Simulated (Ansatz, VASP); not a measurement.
**MoH3: VASP beside Ansatz**

```xyz
8
Lattice="0.0002 -0.0005 2.9570 4.5942 -0.0006 0.0003 -2.2976 3.9791 -0.0008" Properties=species:S:1:pos:R:3 pbc="T T T"
H     2.7158    2.5221    2.2178
H     3.1242    0.3645    2.2174
H     1.0510    1.0901    2.2175
H    -0.4188    1.4559    0.7390
H    -0.8276    3.6136    0.7391
H     1.2457    2.8879    0.7390
Mo   -0.0001    2.6523    2.2176
Mo    2.2969    1.3259    0.7391
```

Change from the starting cell: cell x1, atoms moved at random (sigma 0.15 Å) and cell strained at random (1.5 %), then relaxed without symmetry.

Alike in both runs: functional PBE; k mesh 8 × 6 × 6; occupations gaussian, width 0.2 eV; no spin polarisation.

Ansatz relaxed the structure, and its values are those at the end. VASP's run is a single point on that final structure, the one shown.

|  | VASP | Ansatz |
| --- | --- | --- |
| version | VASP 6.6.1 | Ansatz 0.2.0 |
| potentials or method | VASP PAW PBE potentials, release 64 (H, Mo_sv), cutoff 520 eV | scalar-relativistic, plane waves, PAW |
| valence electrons in the cell | 34 | 34 |

```tsv
	VASP	Ansatz	Ansatz less VASP
gap on the k mesh at the Fermi level (eV)	none	none	-
pressure (GPa)	0.2	0.2	-0.05
```

A gap of «none» marks a metal or a gap that the smearing closes.
